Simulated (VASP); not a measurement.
Runs of VASP 6.6.1 on SnH5. The structure is that of space group P6/mmm (No. 191), or close to it. The cells are those of the table. 

```csv
task,cell,k mesh,cutoff (eV),gap on the mesh (eV),pressure (GPa),largest force (eV/Å)
single point,"a = 3.891, b = 3.891, c = 5.282 Å, angles 90.0, 90.0, 120.0°, 6 atoms",6 × 6 × 4,520,none,(a),0.08
relaxation of cell and atoms,"relaxed from a = 3.891, b = 3.891, c = 5.282 Å, angles 90.0, 90.0, 120.0°, 6 atoms",6 × 6 × 4,600,none,-0.1,-
single point,"a = 4.057, b = 4.057, c = 4.137 Å, angles 90.0, 90.0, 120.0°, 6 atoms",6 × 6 × 4,520,none,-0.3,0.01
single point,"a = 4.018, b = 4.018, c = 4.123 Å, angles 90.0, 90.0, 120.0°, 6 atoms",12 × 12 × 10,520,none,-0.2,0.01
```

Alike in all rows: level PBE; potentials or basis VASP PAW PBE potentials, release 64 (Sn_d, H); no spin polarisation; smearing gaussian 0.1 eV.

Fill in the values left out.

(a) -12.3.

Caveats: some runs use coarse meshes; spin-orbit coupling is left out, which moves the levels of the heavy elements.

A k mesh can miss the band edges, and the runs leave out spin-orbit coupling on Sn.

A gap of «none» marks levels without a gap at the run's occupations.
